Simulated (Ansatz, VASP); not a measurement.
**Two plane-wave programs on AlP**

```
CELL_PARAMETERS angstrom
0.00000 2.73467 2.73467
2.73467 0.00000 2.73467
2.73467 2.73467 0.00000
ATOMIC_POSITIONS crystal
Al 0.00000 0.00000 0.00000
P 0.25000 0.25000 0.25000
```

Alike in both runs: task single point; functional PBEsol; k mesh 8 × 8 × 8; occupations gaussian, width 0.02 eV; no spin polarisation.

|  | VASP | Ansatz |
| --- | --- | --- |
| version | VASP 6.6.1 | Ansatz 0.2.0 |
| potentials or method | VASP PAW PBE potentials, release 64 (Al, P), cutoff 500 eV | scalar-relativistic, plane waves, PAW |
| valence electrons in the cell | 8 | 8 |

```csv
,VASP,Ansatz,Ansatz less VASP
gap on the k mesh at the Fermi level (eV),1.45,1.45,+0.003
least direct gap on the mesh (eV),3.16,3.15,-0.006
pressure (GPa),0.1,0.1,-0.03
```

VASP's potentials were made for PBE, not for PBEsol. With one functional, cell and mesh, what is left measures potentials, basis and numerics.
